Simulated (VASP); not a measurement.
# Mn3Si (Fm-3m) in VASP: notebook

Mn3Si is run at these levels: LDA; tasks: single point.

Program: VASP 6.6.1. These are calculated values, not measurements. Logs are shortened: lines on timing, memory, paths and dates and some standing lists are left out, and cuts for length are marked.

### 1 The cell of the first run

It takes space group Fm-3m (No. 225, cubic). Conventional cell: a = 5.907 Å, b = 5.907 Å, c = 5.907 Å, α = 90.00°, β = 90.00°, γ = 90.00°. Mn (site symmetry m-3m) has 8 Mn at 2.56 Å and 6 Si at 2.95 Å within 3.4 Å. Within 3.4 Å of Mn (site symmetry -43m) lie 10 Mn at 2.56 to 2.95 Å and 4 Si at 2.56 Å. Si (site symmetry m-3m) has 14 Mn at 2.56 to 2.95 Å within 3.4 Å.

### 2 Single point, LDA (12.88 Å³/atom)

INCAR reads:

```
SYSTEM = Mn3Si
PREC     = Accurate       ! precision mode
ENCUT    = 520            ! plane-wave cutoff, eV
EDIFF    = 1E-6           ! SCF threshold, eV
ISMEAR   = -1             ! smearing method
SIGMA    = 0.05           ! smearing width, eV
LREAL    = .False.        ! projectors in reciprocal space
LASPH    = .True.         ! aspherical terms in the spheres
NELM     = 80             ! most SCF steps
ALGO     = Normal         ! electronic algorithm
ISIF     = 2              ! what is computed and relaxed
LWAVE    = .False.        ! write WAVECAR
LCHARG   = .False.        ! write CHGCAR
NBANDS   = 30             ! bands
```

KPOINTS reads:

```
regular mesh
0
Gamma
  10 10 10
  0 0 0
```

POSCAR reads:

```
Mn3Si
1.0
    0.0000000000      2.9533534103      2.9533534103
    2.9533534103      0.0000000000      2.9533534103
    2.9533534103      2.9533534103      0.0000000000
Mn Si
3 1
Direct
    0.5000000000      0.5000000000      0.5000000000
    0.2500000000      0.2500000000      0.2500000000
    0.7500000000      0.7500000000      0.7500000000
    0.0000000000      0.0000000000      0.0000000000
```

Potentials or basis: VASP PAW LDA potentials, release 64 (Mn_pv, Si).

The run is started by

```
$ cat potpaw_LDA.64/Mn_pv/POTCAR potpaw_LDA.64/Si/POTCAR > POTCAR
$ mpirun -np 1 vasp_std > vasp.out
```

OUTCAR:

```text
SYSTEM = Mn3Si
   PREC = Accurate
   ENCUT = 520
   EDIFF = 1E-6
   ISMEAR = -1
   LREAL = .False.
   LASPH = .True.
   NELM = 80
   ISIF = 2

 ion  position               nearest neighbor table
   1  0.500  0.500  0.500-   2 2.56   2 2.56   2 2.56   2 2.56   3 2.56   3 2.56   3 2.56   3 2.56
                             4 2.95   4 2.95   4 2.95   4 2.95   4 2.95   4 2.95
   2  0.250  0.250  0.250-   4 2.56   4 2.56   4 2.56   1 2.56   4 2.56   1 2.56   1 2.56   1 2.56
                             3 2.95   3 2.95   3 2.95   3 2.95   3 2.95   3 2.95
   3  0.750  0.750  0.750-   1 2.56   1 2.56   1 2.56   1 2.56   4 2.56   4 2.56   4 2.56   4 2.56
                             2 2.95   2 2.95   2 2.95   2 2.95   2 2.95   2 2.95
   4  0.000  0.000  0.000-   3 2.56   3 2.56   3 2.56   2 2.56   3 2.56   2 2.56   2 2.56   2 2.56
                             1 2.95   1 2.95   1 2.95   1 2.95   1 2.95   1 2.95

  LATTYP: Found a face centered cubic cell.
 ALAT       =     5.9067068206

  Lattice vectors:

 A1 = (   0.0000000000,   2.9533534103,   2.9533534103)
 A2 = (   2.9533534103,   0.0000000000,   2.9533534103)
 A3 = (   2.9533534103,   2.9533534103,   0.0000000000)

Analysis of symmetry for initial positions (statically):
=====================================================================
 Subroutine PRICEL returns:
 Original cell was already a primitive cell.

 Routine SETGRP: Setting up the symmetry group for a
 face centered cubic supercell.

 Subroutine GETGRP returns: Found 48 space group operations
 (whereof 48 operations were pure point group operations)
 out of a pool of 48 trial point group operations.

The static configuration has the point symmetry O_h .

Analysis of symmetry for dynamics (positions and initial velocities):
=====================================================================
 Subroutine PRICEL returns:
 Original cell was already a primitive cell.

 Routine SETGRP: Setting up the symmetry group for a
 face centered cubic supercell.

 Subroutine GETGRP returns: Found 48 space group operations
 (whereof 48 operations were pure point group operations)
 out of a pool of 48 trial point group operations.

The dynamic configuration has the point symmetry O_h .

 Subroutine INISYM returns: Found 48 space group operations
 (whereof 48 operations are pure point group operations),
 and found     1 'primitive' translations

----------------------------------------------------------------------------------------

                                     Primitive cell

  volume of cell :      51.5200

  direct lattice vectors                    reciprocal lattice vectors
     0.000000000  2.953353410  2.953353410    -0.169299075  0.169299075  0.169299075
     2.953353410  0.000000000  2.953353410     0.169299075 -0.169299075  0.169299075
     2.953353410  2.953353410  0.000000000     0.169299075  0.169299075 -0.169299075

  length of vectors
     4.176672447  4.176672447  4.176672447     0.293234599  0.293234599  0.293234599

  position of ions in fractional coordinates (direct lattice)
     0.500000000  0.500000000  0.500000000
     0.250000000  0.250000000  0.250000000
     0.750000000  0.750000000  0.750000000
     0.000000000  0.000000000  0.000000000

  ion indices of the primitive-cell ions
   primitive index   ion index
                 1           1
                 2           2
                 3           3
                 4           4

----------------------------------------------------------------------------------------

 KPOINTS: regular mesh

Automatic generation of k-mesh.
 Grid dimensions read from file:
 generate k-points for:   10   10   10

 Generating k-lattice:

  Cartesian coordinates                     Fractional coordinates (reciprocal lattice)
    -0.016929907  0.016929907  0.016929907     0.100000000  0.000000000  0.000000000
     0.016929907 -0.016929907  0.016929907     0.000000000  0.100000000  0.000000000
     0.016929907  0.016929907 -0.016929907     0.000000000  0.000000000  0.100000000

  Length of vectors
     0.029323460  0.029323460  0.029323460

  Shift w.r.t. Gamma in fractional coordinates (k-lattice)
     0.000000000  0.000000000  0.000000000

 Subroutine IBZKPT returns following result:
 ===========================================

 Found     47 irreducible k-points:

 Following reciprocal coordinates:
            Coordinates               Weight
  0.000000  0.000000  0.000000      1.000000
  0.100000  0.000000  0.000000      8.000000
  0.200000  0.000000  0.000000      8.000000
  0.300000  0.000000  0.000000      8.000000
  0.400000  0.000000  0.000000      8.000000
  0.500000  0.000000  0.000000      4.000000
[... 16 lines left out ...]
  0.300000  0.300000  0.000000      6.000000
  0.400000  0.300000  0.000000     24.000000
 [... further k-points ...]
   k-points           NKPTS =     47   k-points in BZ     NKDIM =     47   number of bands    NBANDS=     30
   number of dos      NEDOS =    301   number of ions     NIONS =      4
   total plane-waves  NPLWV =  32768
   dimension x,y,z NGX =    32 NGY =   32 NGZ =   32
   dimension x,y,z NGXF=    64 NGYF=   64 NGZF=   64
   ions per type =               3   1
   NGX,Y,Z   is equivalent  to a cutoff of  12.74, 12.74, 12.74 a.u.
   NGXF,Y,Z  is equivalent  to a cutoff of  25.47, 25.47, 25.47 a.u.
 SYSTEM =  Mn3Si
   PREC   = accura    normal or accurate (medium, high low for compatibility)
   ISTART =      0    job   : 0-new  1-cont  2-samecut
   ICHARG =      2    charge: 1-file 2-atom 10-const
   ISPIN  =      1    spin polarized calculation?
   LNONCOLLINEAR =      F non collinear calculations
   LSORBIT =      F    spin-orbit coupling
   LASPH  =      T    aspherical Exc in radial PAW
   ENCUT  =  520.0 eV  38.22 Ry    6.18 a.u.   7.77  7.77  7.77*2*pi/ulx,y,z
   NELM   =     80;   NELMIN=  2; NELMDL= -5     # of ELM steps
   EDIFF  = 0.1E-05   stopping-criterion for ELM
   LREAL  =      F    real-space projection
   EDIFFG = 0.1E-04   stopping-criterion for IOM
   NSW    =      0    number of steps for IOM
   IBRION =     -1    ionic relax: 0-MD 1-quasi-New 2-CG
   NFREE  =      0    steps in history (QN), initial steepest desc. (CG)
   ISIF   =      2    stress and relaxation
   ISYM   =      2    0-nonsym 1-usesym 2-fastsym
   POTIM  = 0.5000    time-step for ionic-motion
   TEBEG  =    0.0;   TEEND  =   0.0 temperature during run
   PSTRESS=    0.0 pullay stress
   NELECT =      43.0000    total number of electrons
   NUPDOWN=      -1.0000    fix difference up-down
   EMIN   =  10.00;   EMAX   =-10.00  energy-range for DOS
   EFERMI =   0.00;   METHOD = LEGACY
   ISMEAR =    -1;   SIGMA  =   0.05  broadening in eV -4-tet -1-fermi 0-gaus
   EFERMI_NEDOS =   21; number of points for ismear=-14 and -15
   IALGO  =     38    algorithm
   IMIX   =      4    mixing-type and parameters
     AMIX     =   0.40;   BMIX     =  1.00
     AMIX_MAG =   1.60;   BMIX_MAG =  1.00
  volume/ion in A,a.u.               =      12.88        86.92
  Fermi-wavevector in a.u.,A,eV,Ry     =   1.541365  2.912758 32.324815  2.375807
  Thomas-Fermi vector in A             =   2.647321
   LORBIT       =      0    0 simple, 1 ext, 2 COOP (PROOUT), +10 PAW based schemes
   GGA     = CA    functional components
   LHFCALC =     F    Hartree Fock is set to
   AEXX    =    0.0000 exact exchange contribution
   IVDW    =     0    specifies the selected vdW correction
   LEPSILON=     F    determine dielectric tensor
   LRPA    =     F    only Hartree local field effects (RPA)
 non-spin polarized calculation
  energy-cutoff  :      520.00
  volume of cell :       51.52
 maximum number of plane-waves:      1411
   NGX = 15   NGY = 15   NGZ = 15

 number of electron      42.9999990 magnetization

 Free energy of the ion-electron system (eV)
  ---------------------------------------------------
  ext. energy  EPLUGINS =         0.00000000
  ---------------------------------------------------
  free energy    TOTEN  =       -35.89962804 eV

  energy without entropy =      -35.82861391  energy(sigma->0) =      -35.86412098

 E-fermi :   8.8865     XC(G=0): -12.8924

 val. band max:        8.8763632266   @ k =   0.3000   0.2000   0.0000
 cond. band min:       8.8884144668   @ k =   0.5000   0.4000   0.0000
 fundamental gap:      0.0120512402
 Fermi energy:         8.8865028838

 k-point     1 :       0.0000    0.0000    0.0000
  band No.  band energies     occupation
      1     -38.9409      2.00000
      2     -38.9409      2.00000
      3     -38.9409      2.00000
      4     -38.5168      2.00000
      5     -38.5168      2.00000
      6     -38.5168      2.00000
[... 22 lines left out ...]
     29      12.9153      0.00000
     30      14.5953      0.00000

 k-point     2 :       0.1000    0.0000    0.0000
  band No.  band energies     occupation
      1     -38.9421      2.00000
      2     -38.9421      2.00000
      3     -38.9412      2.00000
      4     -38.5145      2.00000
      5     -38.5145      2.00000
      6     -38.5118      2.00000
[... 22 lines left out ...]
     29      12.9422      0.00000
     30      14.2396      0.00000

 k-point     3 :       0.2000    0.0000    0.0000
  band No.  band energies     occupation
      1     -38.9454      2.00000
      2     -38.9454      2.00000
      3     -38.9416      2.00000
      4     -38.5082      2.00000
      5     -38.5082      2.00000
      6     -38.4990      2.00000
[... 22 lines left out ...]
     29      12.8296      0.00000
     30      14.5025      0.00000

 k-point     4 :       0.3000    0.0000    0.0000
  band No.  band energies     occupation
      1     -38.9493      2.00000
      2     -38.9493      2.00000
      3     -38.9411      2.00000
      4     -38.4998      2.00000
      5     -38.4998      2.00000
      6     -38.4837      2.00000
[... 616 lines left out ...]
     29      12.8214      0.00000
     30      15.1056      0.00000

 k-point    23 :       0.3000    0.3000    0.0000
  band No.  band energies     occupation
      1     -38.9600      2.00000
      2     -38.9600      2.00000
      3     -38.9265      2.00000
      4     -38.4970      2.00000
      5     -38.4920      2.00000
      6     -38.4920      2.00000
[... 22 lines left out ...]
     29      13.1110      0.00000
     30      14.1275      0.00000

 k-point    24 :       0.4000    0.3000    0.0000
  band No.  band energies     occupation
      1     -38.9634      2.00000
      2     -38.9626      2.00000
      3     -38.9250      2.00000
      4     -38.5110      2.00000
      5     -38.4844      2.00000
      6     -38.4843      2.00000
[... 22 lines left out ...]
     29      13.1823      0.00000
     30      14.3411      0.00000

 [... further k-points ...]
[... 5 lines left out ...]
  --------------------------------------------------------------------------------------
  -------------------------------------------------------------------------------------
  Total      -13.4234626    -13.4234626    -13.4234626     -0.0000000     -0.0000000      0.0000000
  in kB     -417.4446376   -417.4446376   -417.4446376     -0.0000000     -0.0000000      0.0000000
  external PRESSURE =    -417.4446376 kB  Pullay stress =       0.0000000 kB

 VOLUME and BASIS-vectors are now :
 -----------------------------------------------------------------------------
  energy-cutoff  :      520.00
  volume of cell :       51.52
      direct lattice vectors                 reciprocal lattice vectors
     0.000000000  2.953353410  2.953353410    -0.169299075  0.169299075  0.169299075
     2.953353410  0.000000000  2.953353410     0.169299075 -0.169299075  0.169299075
     2.953353410  2.953353410  0.000000000     0.169299075  0.169299075 -0.169299075

 POSITION                                       TOTAL-FORCE (eV/Angst)
 -----------------------------------------------------------------------------------
      2.95335      2.95335      2.95335         0.000000     -0.000000      0.000000
      1.47668      1.47668      1.47668        -0.000000     -0.000000     -0.000000
      4.43003      4.43003      4.43003         0.000000      0.000000      0.000000
      0.00000      0.00000      0.00000         0.000000     -0.000000      0.000000
 -----------------------------------------------------------------------------------
    total drift:                               -0.000000     -0.000000      0.000000

  FREE ENERGIE OF THE ION-ELECTRON SYSTEM (eV)
  ---------------------------------------------------
  free  energy   TOTEN  =       -35.8996280423 eV

  energy  without entropy=      -35.8286139117  energy(sigma->0) =      -35.86412098
```

Wall time 64 s (1 thread of Intel Xeon Platinum 8488C (Sapphire Rapids), shared host); peak memory 0.18 GiB.

Results:

```
Free energy            : -35.8996 eV
Pressure               : -41.7 GPa
Band gap on the k mesh : zero (an odd number of electrons rules out a gap without spin polarisation)
```

Caveat: the cell stands under tension; the run has no spin polarisation, though such a crystal can be magnetic. Spin polarisation is off, so any magnetic state and its effect on volume and gap are missing.

[end of part 1 of 3]
